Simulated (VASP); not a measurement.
Wanted: the native input for a VASP 6.6.1 run.

| Item | Value |
| --- | --- |
| Task | single point |
| Functional | revPBE |
| Potentials or basis | VASP PAW PBE potentials, release 64 (Pd) |
| Cutoff | 520 eV |
| k mesh | 12 × 12 × 12 |
| Occupations | fermi-dirac, width 0.05 eV |
| Spin | collinear spin, ferromagnetic start |
| Starting moments | [0.5] μB |
| Dipole correction | no |
| Further INCAR settings | ALGO = Normal; EDIFF = 1e-06; NBANDS = 15 |

The structure of Pd lies in POSCAR:

```
Pd
1.0
    2.6355039010      0.0000000000      0.0000000000
    0.0000000000      2.6355039010      0.0000000000
    0.0000000000      0.0000000000      2.6355039010
Pd
1
Direct
    0.0000000000      0.0000000000      0.0000000000
```

One way to write it, as run:

INCAR

```
SYSTEM = Pd
ALGO = Normal
EDIFF = 1E-6
ENCUT = 520
GGA = RE
ISIF = 2
ISMEAR = -1
ISPIN = 2
LASPH = .True.
LCHARG = .False.
LMAXMIX = 4
LORBIT = 11
LREAL = .False.
LWAVE = .False.
MAGMOM = 0.5
NBANDS = 15
NELM = 150
PREC = Accurate
SIGMA = 0.05
```

KPOINTS

```
k-points
0
Gamma
  12 12 12
  0 0 0
```

Potentials or basis: VASP PAW PBE potentials, release 64 (Pd).

Command:

```sh
$ cat potpaw_PBE.64/Pd/POTCAR > POTCAR
$ mpirun -np 1 vasp_std > vasp.out
```

Results of the run:

```
Pressure                                              : -0.3 GPa
Band gap on the k mesh                                : zero (filled and empty bands overlap)
Net moment                                            : 0.00 μB per cell
Valence electrons inside the program's atomic spheres : Pd 9.31
```

Caveat: the PAW data sets were made with another functional, which shifts forces and pressure a little.

It took 83 s on 1 thread of AMD EPYC 7R13, on a shared host, peak memory 0.12 GiB.
